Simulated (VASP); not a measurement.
A run of VASP 6.6.1 is set up as follows.

Contents of INCAR:

```
SYSTEM = BaTiO3
PREC = Accurate ; ENCUT = 520
EDIFF = 1E-6 ; ISMEAR = -1
SIGMA = 0.08 ; LREAL = .False.
LASPH = .True. ; NELM = 60
ALGO = Normal ; ISIF = 2
LWAVE = .False. ; LCHARG = .False.
GGA = PS ; NBANDS = 28
```

File KPOINTS:

```
regular mesh
0
Gamma
  7 7 7
  0 0 0
```

POSCAR

```
BaTiO3
1.0
    4.1197940000      0.0000000000      0.0000000000
    0.0000000000      4.1197940000      0.0000000000
    0.0000000000      0.0000000000      4.0180000000
Ba Ti O
1 1 3
Direct
    0.0000000000      0.0000000000      0.0000000000
    0.5000000000      0.5000000000      0.4820000000
    0.5000000000      0.5000000000      0.0160000000
    0.5000000000      0.0000000000      0.5150000000
    0.0000000000      0.5000000000      0.5150000000
```

Potentials or basis: VASP PAW PBE potentials, release 64 (Ba_sv, Ti_sv, O).

The run is started by

```console
$ cat potpaw_PBE.64/Ba_sv/POTCAR potpaw_PBE.64/Ti_sv/POTCAR potpaw_PBE.64/O/POTCAR > POTCAR
$ mpirun -np 1 vasp_std > vasp.out
```

Task: What does it give for the largest force?

Result: 0.499 eV/Å.

Task: What does it give for the band gap on the k mesh?

Result: 1.70 eV, indirect (least direct gap 1.94 eV).

Task: What does it give for the pressure?

Result: -10.2 GPa.

Forces on the atoms (eV/Å):
```
Ba   0.000  0.000 -0.091
Ti   0.000  0.000 -0.040
O    0.000  0.000  0.499
O    0.000  0.000 -0.184
O    0.000  0.000 -0.184
```

Caveat: the cell differs from its parent crystal (equal xx and yy strain of +3 %); the PAW data sets were made with another functional, which shifts forces and pressure a little; spin-orbit coupling is left out, which moves the levels of the heavy elements. A k mesh can miss the band edges.
